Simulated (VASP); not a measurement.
# SrOs3 (Pm-3m) in VASP: a series of runs

SrOs3 is run at these levels: PBE; tasks: single point, relaxation of cell and atoms.

Everything below comes from runs of VASP 6.6.1. Logs are shortened: lines on timing, memory, paths and dates and some standing lists are left out, and cuts for length are marked.

## 1. The cell of the first run

The structure is cubic, space group Pm-3m (No. 221). Conventional cell: a = 4.126 Å, b = 4.126 Å, c = 4.126 Å, α = 90.00°, β = 90.00°, γ = 90.00°. Within 3.8 Å of Sr (site symmetry m-3m) lie 12 Os at 2.92 Å. Os (site symmetry 4/mmm) has 4 Sr at 2.92 Å and 8 Os at 2.92 Å within 3.8 Å.

## 2. Single point, PBE

The input, INCAR:

```
SYSTEM = SrOs3
  PREC = Accurate
  ENCUT = 520
  EDIFF = 1E-6
  ISMEAR = 0
  SIGMA = 0.1
  LREAL = .False.
  LASPH = .True.
  NELM = 60
  ALGO = Fast
  ISIF = 2
  LWAVE = .False.
  LCHARG = .True.
  GGA = PE
  LELF = .True.
  LVHAR = .True.
  NBANDS = 25
```

The input, KPOINTS:

```
regular mesh
0
Gamma
  12 12 12
  0 0 0
```

The input, POSCAR:

```
SrOs3
1.0
    4.1255340430      0.0000000000      0.0000000000
    0.0000000000      4.1255340430      0.0000000000
    0.0000000000      0.0000000000      4.1255340430
Sr Os
1 3
Direct
    0.0000000000      0.0000000000      0.0000000000
    0.0000000000      0.5000000000      0.5000000000
    0.5000000000      0.0000000000      0.5000000000
    0.5000000000      0.5000000000      0.0000000000
```

Potentials or basis: VASP PAW PBE potentials, release 64 (Sr_sv, Os).

Launch:

```bash
$ cat potpaw_PBE.64/Sr_sv/POTCAR potpaw_PBE.64/Os/POTCAR > POTCAR
$ mpirun -np 1 vasp_std > vasp.out
```

OUTCAR:

```text
SYSTEM = SrOs3
   PREC = Accurate
   ENCUT = 520
   EDIFF = 1E-6
   ISMEAR = 0
   LREAL = .False.
   LASPH = .True.
   NELM = 60
   ISIF = 2
   GGA = PE

 ion  position               nearest neighbor table
   1  0.000  0.000  0.000-   2 2.92   3 2.92   4 2.92   2 2.92   3 2.92   2 2.92   4 2.92   2 2.92
                             3 2.92   4 2.92   3 2.92   4 2.92
   2  0.000  0.500  0.500-   1 2.92   3 2.92   4 2.92   1 2.92   4 2.92   1 2.92   3 2.92   1 2.92
                             3 2.92   4 2.92   4 2.92   3 2.92
   3  0.500  0.000  0.500-   1 2.92   2 2.92   4 2.92   1 2.92   4 2.92   2 2.92   4 2.92   4 2.92
                             1 2.92   2 2.92   1 2.92   2 2.92
   4  0.500  0.500  0.000-   1 2.92   2 2.92   3 2.92   2 2.92   3 2.92   1 2.92   3 2.92   3 2.92
                             1 2.92   2 2.92   2 2.92   1 2.92

  LATTYP: Found a simple cubic cell.
 ALAT       =     4.1255340430

  Lattice vectors:

 A1 = (   4.1255340430,   0.0000000000,   0.0000000000)
 A2 = (   0.0000000000,   4.1255340430,   0.0000000000)
 A3 = (   0.0000000000,   0.0000000000,   4.1255340430)

Analysis of symmetry for initial positions (statically):
=====================================================================
 Subroutine PRICEL returns:
 Original cell was already a primitive cell.

 Routine SETGRP: Setting up the symmetry group for a
 simple cubic supercell.

 Subroutine GETGRP returns: Found 48 space group operations
[... 9 lines left out ...]

 Routine SETGRP: Setting up the symmetry group for a
 simple cubic supercell.

 Subroutine GETGRP returns: Found 48 space group operations
[... 11 lines left out ...]
                                     Primitive cell

  volume of cell :      70.2167

  direct lattice vectors                    reciprocal lattice vectors
     4.125534043  0.000000000  0.000000000     0.242392861  0.000000000  0.000000000
     0.000000000  4.125534043  0.000000000     0.000000000  0.242392861  0.000000000
     0.000000000  0.000000000  4.125534043     0.000000000  0.000000000  0.242392861

  length of vectors
     4.125534043  4.125534043  4.125534043     0.242392861  0.242392861  0.242392861

  position of ions in fractional coordinates (direct lattice)
     0.000000000  0.000000000  0.000000000
     0.000000000  0.500000000  0.500000000
     0.500000000  0.000000000  0.500000000
     0.500000000  0.500000000  0.000000000

  ion indices of the primitive-cell ions
   primitive index   ion index
                 1           1
                 2           2
                 3           3
                 4           4

----------------------------------------------------------------------------------------

 KPOINTS: regular mesh

Automatic generation of k-mesh.
 Grid dimensions read from file:
 generate k-points for:   12   12   12

 Generating k-lattice:

  Cartesian coordinates                     Fractional coordinates (reciprocal lattice)
     0.020199405  0.000000000  0.000000000     0.083333333  0.000000000  0.000000000
     0.000000000  0.020199405  0.000000000     0.000000000  0.083333333  0.000000000
     0.000000000  0.000000000  0.020199405     0.000000000  0.000000000  0.083333333

  Length of vectors
     0.020199405  0.020199405  0.020199405

  Shift w.r.t. Gamma in fractional coordinates (k-lattice)
     0.000000000  0.000000000  0.000000000

 Subroutine IBZKPT returns following result:
 ===========================================

 Found     84 irreducible k-points:

 Following reciprocal coordinates:
            Coordinates               Weight
  0.000000  0.000000  0.000000      1.000000
  0.083333  0.000000  0.000000      6.000000
  0.166667  0.000000  0.000000      6.000000
  0.250000  0.000000  0.000000      6.000000
  0.333333  0.000000  0.000000      6.000000
  0.416667  0.000000  0.000000      6.000000
[... 16 lines left out ...]
  0.333333  0.333333  0.000000     12.000000
  0.416667  0.333333  0.000000     24.000000
 [... further k-points ...]
   k-points           NKPTS =     84   k-points in BZ     NKDIM =     84   number of bands    NBANDS=     25
   number of dos      NEDOS =    301   number of ions     NIONS =      4
   total plane-waves  NPLWV =  32768
   dimension x,y,z NGX =    32 NGY =   32 NGZ =   32
   dimension x,y,z NGXF=    64 NGYF=   64 NGZF=   64
   ions per type =               1   3
   NGX,Y,Z   is equivalent  to a cutoff of  12.89, 12.89, 12.89 a.u.
   NGXF,Y,Z  is equivalent  to a cutoff of  25.79, 25.79, 25.79 a.u.
 SYSTEM =  SrOs3
   PREC   = accura    normal or accurate (medium, high low for compatibility)
   ISTART =      0    job   : 0-new  1-cont  2-samecut
   ICHARG =      2    charge: 1-file 2-atom 10-const
   ISPIN  =      1    spin polarized calculation?
   LNONCOLLINEAR =      F non collinear calculations
   LSORBIT =      F    spin-orbit coupling
   LASPH  =      T    aspherical Exc in radial PAW
   ENCUT  =  520.0 eV  38.22 Ry    6.18 a.u.   7.67  7.67  7.67*2*pi/ulx,y,z
   NELM   =     60;   NELMIN=  2; NELMDL= -5     # of ELM steps
   EDIFF  = 0.1E-05   stopping-criterion for ELM
   LREAL  =      F    real-space projection
   EDIFFG = 0.1E-04   stopping-criterion for IOM
   NSW    =      0    number of steps for IOM
   IBRION =     -1    ionic relax: 0-MD 1-quasi-New 2-CG
   NFREE  =      0    steps in history (QN), initial steepest desc. (CG)
   ISIF   =      2    stress and relaxation
   ISYM   =      2    0-nonsym 1-usesym 2-fastsym
   POTIM  = 0.5000    time-step for ionic-motion
   TEBEG  =    0.0;   TEEND  =   0.0 temperature during run
   PSTRESS=    0.0 pullay stress
   NELECT =      34.0000    total number of electrons
   NUPDOWN=      -1.0000    fix difference up-down
   EMIN   =  10.00;   EMAX   =-10.00  energy-range for DOS
   EFERMI =   0.00;   METHOD = LEGACY
   ISMEAR =     0;   SIGMA  =   0.10  broadening in eV -4-tet -1-fermi 0-gaus
   EFERMI_NEDOS =   21; number of points for ismear=-14 and -15
   IALGO  =     68    algorithm
   IMIX   =      4    mixing-type and parameters
     AMIX     =   0.40;   BMIX     =  1.00
     AMIX_MAG =   1.60;   BMIX_MAG =  1.00
  volume/ion in A,a.u.               =      17.55       118.46
  Fermi-wavevector in a.u.,A,eV,Ry     =   1.285546  2.429330 22.485377  1.652629
  Thomas-Fermi vector in A             =   2.417674
   LORBIT       =      0    0 simple, 1 ext, 2 COOP (PROOUT), +10 PAW based schemes
   GGA     = PE    functional components
   LHFCALC =     F    Hartree Fock is set to
   AEXX    =    0.0000 exact exchange contribution
   IVDW    =     0    specifies the selected vdW correction
   LEPSILON=     F    determine dielectric tensor
   LRPA    =     F    only Hartree local field effects (RPA)
 non-spin polarized calculation
 RMM-DIIS sequential band-by-band and
 Gauss-broadening in eV      SIGMA  =   0.10
  energy-cutoff  :      520.00
  volume of cell :       70.22
 maximum number of plane-waves:      1924
 NGX is ok and might be reduce to    32
   NGX = 15   NGY = 15   NGZ = 15

 number of electron      34.0000001 magnetization

 Free energy of the ion-electron system (eV)
  ---------------------------------------------------
  ext. energy  EPLUGINS =         0.00000000
  ---------------------------------------------------
  free energy    TOTEN  =       -29.88817789 eV

  energy without entropy =      -29.85194407  energy(sigma->0) =      -29.87006098

 E-fermi :   5.9135     XC(G=0): -12.4869

 val. band max:        5.9091802368   @ k =   0.4167   0.1667   0.1667
 cond. band min:       5.9271552451   @ k =   0.3333   0.2500   0.1667
 fundamental gap:      0.0179750083
 Fermi energy:         5.9134554165

 k-point     1 :       0.0000    0.0000    0.0000
  band No.  band energies     occupation
      1     -26.7464      2.00000
      2      -9.0836      2.00000
      3      -9.0836      2.00000
      4      -9.0836      2.00000
      5      -1.6156      2.00000
      6       1.2988      2.00000
[... 17 lines left out ...]
     24      12.4036      0.00000
     25      12.4036      0.00000

 k-point     2 :       0.0833    0.0000    0.0000
  band No.  band energies     occupation
      1     -26.7446      2.00000
      2      -9.1197      2.00000
      3      -9.0891      2.00000
      4      -9.0891      2.00000
      5      -1.5143      2.00000
      6       1.3646      2.00000
[... 17 lines left out ...]
     24      12.3814      0.00000
     25      12.7372      0.00000

 k-point     3 :       0.1667    0.0000    0.0000
  band No.  band energies     occupation
      1     -26.7400      2.00000
      2      -9.2158      2.00000
      3      -9.1040      2.00000
      4      -9.1040      2.00000
      5      -1.2221      2.00000
      6       1.5308      2.00000
[... 17 lines left out ...]
     24      12.3123      0.00000
     25      13.1699      0.00000

 k-point     4 :       0.2500    0.0000    0.0000
  band No.  band energies     occupation
      1     -26.7335      2.00000
      2      -9.3413      2.00000
      3      -9.1241      2.00000
      4      -9.1241      2.00000
      5      -0.7709      2.00000
      6       1.7397      2.00000
[... 17 lines left out ...]
     24      12.1924      0.00000
     25      13.2818      0.00000

 k-point     5 :       0.3333    0.0000    0.0000
  band No.  band energies     occupation
      1     -26.7271      2.00000
      2      -9.4610      2.00000
      3      -9.1441      2.00000
      4      -9.1441      2.00000
      5      -0.2144      2.00000
      6       1.9280      2.00000
[... 17 lines left out ...]
     24      12.0369      0.00000
     25      13.1211      0.00000

 k-point     6 :       0.4167    0.0000    0.0000
  band No.  band energies     occupation
      1     -26.7224      2.00000
      2      -9.5454      2.00000
      3      -9.1586      2.00000
      4      -9.1586      2.00000
      5       0.3393      2.00000
      6       1.9961      2.00000
[... 17 lines left out ...]
     24      11.9021      0.00000
     25      12.8958      0.00000
[... 393 lines left out ...]
 k-point    21 :       0.4167    0.2500    0.0000
  band No.  band energies     occupation
      1     -26.7162      2.00000
      2      -9.4808      2.00000
      3      -9.2955      2.00000
      4      -9.1911      2.00000
      5       0.8739      2.00000
      6       2.4396      2.00000
[... 17 lines left out ...]
     24      11.2541      0.00000
     25      13.0495      0.00000

 k-point    22 :       0.5000    0.2500    0.0000
  band No.  band energies     occupation
      1     -26.7149      2.00000
      2      -9.5004      2.00000
      3      -9.2969      2.00000
      4      -9.1958      2.00000
      5       1.1339      2.00000
      6       2.3346      2.00000
[... 17 lines left out ...]
     24      11.1303      0.00000
     25      13.0694      0.00000

 k-point    23 :       0.3333    0.3333    0.0000
  band No.  band energies     occupation
      1     -26.7158      2.00000
      2      -9.4270      2.00000
      3      -9.3445      2.00000
      4      -9.1949      2.00000
      5       0.8016      2.00000
      6       2.4608      2.00000
[... 17 lines left out ...]
     24      11.6950      0.00000
     25      13.3330      0.00000

 k-point    24 :       0.4167    0.3333    0.0000
  band No.  band energies     occupation
      1     -26.7131      2.00000
      2      -9.4488      2.00000
      3      -9.3607      2.00000
      4      -9.2071      2.00000
      5       1.2372      2.00000
      6       2.5234      2.00000
[... 17 lines left out ...]
     24      11.5160      0.00000
     25      12.2430      0.00000

 [... further k-points ...]
[... 5 lines left out ...]
  --------------------------------------------------------------------------------------
  -------------------------------------------------------------------------------------
  Total        0.2391572      0.2391572      0.2391572     -0.0000000      0.0000000     -0.0000000
  in kB        5.4569946      5.4569946      5.4569946     -0.0000000      0.0000000     -0.0000000
  external PRESSURE =       5.4569946 kB  Pullay stress =       0.0000000 kB

 VOLUME and BASIS-vectors are now :
 -----------------------------------------------------------------------------
  energy-cutoff  :      520.00
  volume of cell :       70.22
      direct lattice vectors                 reciprocal lattice vectors
     4.125534043  0.000000000  0.000000000     0.242392861  0.000000000  0.000000000
     0.000000000  4.125534043  0.000000000     0.000000000  0.242392861  0.000000000
     0.000000000  0.000000000  4.125534043     0.000000000  0.000000000  0.242392861

 POSITION                                       TOTAL-FORCE (eV/Angst)
 -----------------------------------------------------------------------------------
      0.00000      0.00000      0.00000         0.000000      0.000000      0.000000
      0.00000      2.06277      2.06277         0.000000      0.000000      0.000000
      2.06277      0.00000      2.06277         0.000000      0.000000      0.000000
      2.06277      2.06277      0.00000         0.000000      0.000000      0.000000
 -----------------------------------------------------------------------------------
    total drift:                                0.000000     -0.000000     -0.000000

  FREE ENERGIE OF THE ION-ELECTRON SYSTEM (eV)
  ---------------------------------------------------
  free  energy   TOTEN  =       -29.8881778914 eV

  energy  without entropy=      -29.8519440726  energy(sigma->0) =      -29.87006098
```

Wall time 62 s (1 thread of Intel Xeon 6975P-C (Granite Rapids), shared host); peak memory 0.27 GiB.

Results:

* Free energy: -29.8882 eV
* Pressure: 0.5 GPa
* Band gap on the k mesh: zero (band 17 reaches 8.00 eV, above the bottom of band 18 at 5.38 eV)

Caveat: spin-orbit coupling is left out, which moves the levels of the heavy elements.

## 3. Relaxation of cell and atoms, PBE

This run uses another cell than the first one, of 17.72 Å³/atom, 1.009 times its volume.

The input, INCAR:

```
PREC = Accurate ; ENCUT = 600
EDIFF = 1E-7 ; ISMEAR = 0
SIGMA = 0.1 ; LREAL = False
LASPH = True ; NELM = 60
ALGO = Fast ; ISIF = 3
LWAVE = False ; LCHARG = False
GGA = PE ; IBRION = 2
NSW = 100 ; EDIFFG = -0.01
```

The input, KPOINTS:

```
regular mesh
0
Gamma
  12 12 12
```

The input, POSCAR:

```
SrOs3
1.0
    4.1385083604      0.0000000000      0.0000000000
    0.0000000000      4.1385083604      0.0000000000
    0.0000000000      0.0000000000      4.1385083604
Sr Os
1 3
Direct
    0.0000000000      0.0000000000      0.0000000000
    0.0000000000      0.5000000000      0.5000000000
    0.5000000000      0.0000000000      0.5000000000
    0.5000000000      0.5000000000      0.0000000000
```

Potentials or basis: VASP PAW PBE potentials, release 64 (Sr_sv, Os).

Launch:

```bash
$ cat potpaw_PBE.64/Sr_sv/POTCAR potpaw_PBE.64/Os/POTCAR > POTCAR
$ mpirun -np 1 vasp_std > vasp.out
```

Wall time 4.6 min (1 thread of Intel Xeon 6975P-C (Granite Rapids), shared host); peak memory 0.32 GiB.

It converged, with:

- Free energy: -29.8902 eV
- Relaxed volume: 17.61 Å³/atom
- Relaxed cell: a = 4.130 Å, b = 4.130 Å, c = 4.130 Å, α = 90.00°, β = 90.00°, γ = 90.00°
- Space group after relaxing (to 0.05 Å): Pm-3m (No. 221)
- Energy gained by relaxing: 0.3 meV/atom
- Ionic steps: 3
- Pressure after relaxing: 0.0 GPa
- Band gap on the k mesh: zero (band 17 reaches 7.96 eV, above the bottom of band 18 at 5.34 eV)

Step by step:
```tsv
step	energy change (eV)	largest force (eV/Å)	pressure (GPa)	volume (Å³)
1	0.0000	0.0000	-1.04	70.88
2	0.0031	0.0000	1.94	69.71
3	-0.0014	0.0000	0.01	70.46
```

Final structure:
```
CELL_PARAMETERS angstrom
4.13024 0.00000 0.00000
0.00000 4.13024 0.00000
0.00000 0.00000 4.13024
ATOMIC_POSITIONS crystal
Sr 0.00000 0.00000 0.00000
Os 0.00000 0.50000 0.50000
Os 0.50000 0.00000 0.50000
Os 0.50000 0.50000 0.00000
```

Levels at points of the mesh, in eV from the Fermi level:
| k point | band 13 | band 14 | band 15 | band 16 | band 17 | band 18 | band 19 | band 20 | band 21 |
| --- | --- | --- | --- | --- | --- | --- | --- | --- | --- |
| (0.00, 0.00, 0.00) | -0.84 | -0.84 | 0.91 | 0.91 | 2.08 | 2.58 | 2.58 | 2.58 | 3.84 |
| (0.50, 0.00, 0.00) | -1.96 | -1.86 | -0.78 | -0.77 | -0.25 | 0.08 | 0.08 | 1.15 | 2.58 |
| (0.50, 0.50, 0.00) | -1.77 | -1.55 | -1.32 | -0.66 | -0.50 | -0.50 | 0.27 | 0.31 | 0.42 |
| (0.50, 0.50, 0.50) | -1.01 | -1.01 | -0.18 | -0.18 | 0.05 | 2.11 | 2.11 | 2.11 | 2.83 |

Caveat: spin-orbit coupling is left out, which moves the levels of the heavy elements.
